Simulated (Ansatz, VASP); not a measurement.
**One calculation of ZnS, two programs**

INCAR

```
PREC = Accurate
ENCUT = 520
EDIFF = 1E-7
ISMEAR = 0
SIGMA = 0.05
LREAL = False
LASPH = True
NELM = 60
ALGO = Normal
ISIF = 2
LWAVE = False
LCHARG = True
GGA = PE
LELF = True
LVHAR = True
NBANDS = 46
```

File KPOINTS:

```
regular mesh
0
Gamma
  12 12 4
```

File POSCAR:

```
ZnS
1.0
    3.8227020304      0.0000000000      0.0000000000
   -1.9113510152      3.3105570694      0.0000000000
    0.0000000000      0.0000000000     12.5200000000
Zn S
4 4
Direct
    0.0000000000      0.0000000000      0.0000000000
    0.0000000000      0.0000000000      0.5000000000
    0.3333333333      0.6666666667      0.2500000000
    0.6666666667      0.3333333333      0.7500000000
    0.0000000000      0.0000000000      0.1875000000
    0.0000000000      0.0000000000      0.6875000000
    0.3333333333      0.6666666667      0.4375000000
    0.6666666667      0.3333333333      0.9375000000
```

Input for Ansatz:

```yaml
crystal:
  lattice:
    - [3.8227020304, 0.0, 0.0]
    - [-1.9113510152, 3.3105570694, 0.0]
    - [0.0, 0.0, 12.52]
  atoms:
    - { symbol: Zn, position: [0.0, 0.0, 0.0] }
    - { symbol: Zn, position: [0.0, 0.0, 0.5] }
    - { symbol: Zn, position: [0.3333333333, 0.6666666667, 0.25] }
    - { symbol: Zn, position: [0.6666666667, 0.3333333333, 0.75] }
    - { symbol: S, position: [0.0, 0.0, 0.1875] }
    - { symbol: S, position: [0.0, 0.0, 0.6875] }
    - { symbol: S, position: [0.3333333333, 0.6666666667, 0.4375] }
    - { symbol: S, position: [0.6666666667, 0.3333333333, 0.9375] }
basis:
  ecutwfc: 420
kpoints:
  mp_grid: { grid: [12, 12, 4] }
hamiltonian:
  xc: pbe
scf:
  occupations: { method: gaussian, width: 0.05 }
output:
  forces: true
  stress: true
  eigenvalues: true
  write_density: true
  write_potential: true
  elf: true
  volumetric_format: npy
```

Alike in both runs: task single point; functional PBE; k mesh 12 × 12 × 4; occupations gaussian, width 0.05 eV; no spin polarisation.

|  | VASP | Ansatz |
| --- | --- | --- |
| version | VASP 6.6.1 | Ansatz 0.2.0 |
| potentials or method | VASP PAW PBE potentials, release 64 (Zn, S), cutoff 520 eV | scalar-relativistic, plane waves, PAW |
| valence electrons in the cell | 72 | 72 |

```csv
,VASP,Ansatz,Ansatz less VASP
gap on the k mesh at the Fermi level (eV),2.13,2.13,-0.005
least direct gap on the mesh (eV),2.13,2.13,-0.005
pressure (GPa),1.5,1.3,-0.17
"traceless stress, the component that is largest in VASP (GPa)",-0.09,-0.09,-0.003
rms of the force components (eV/Å),0.015,0.015,-0.0002
```

Atom by atom the forces differ by 0.000 eV/Å (rms over components).
